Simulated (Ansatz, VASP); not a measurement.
# Two plane-wave programs on Be

```
CELL_PARAMETERS angstrom
2.28779 0.00000 0.00000
-1.14389 1.98128 0.00000
0.00000 0.00000 3.59707
ATOMIC_POSITIONS crystal
Be 0.33333 0.66667 0.25000
Be 0.66667 0.33333 0.75000
```

Alike in both runs: task single point; functional PBEsol; k mesh 26 × 26 × 15; occupations fermi-dirac, width 0.1 eV; no spin polarisation.

|  | VASP | Ansatz |
| --- | --- | --- |
| version | VASP 6.6.1 | Ansatz 0.2.0 |
| potentials or method | VASP PAW PBE potentials, release 64 (Be), cutoff 520 eV | plane waves (420 eV) with PAW, scalar-relativistic |
| valence electrons in the cell | 4 | 4 |

VASP gave:

- pressure (GPa): -4.3
- traceless stress, the component that is largest in VASP (GPa): 0.35

Task: Which values does Ansatz return?

Result: Pressure (GPa): -4.6; traceless stress, the component that is largest in VASP (GPa): 0.30.

VASP's potentials were made for PBE, not for PBEsol, and Ansatz warns of the same on its side. With one functional, cell and mesh, what is left measures potentials, basis and numerics.
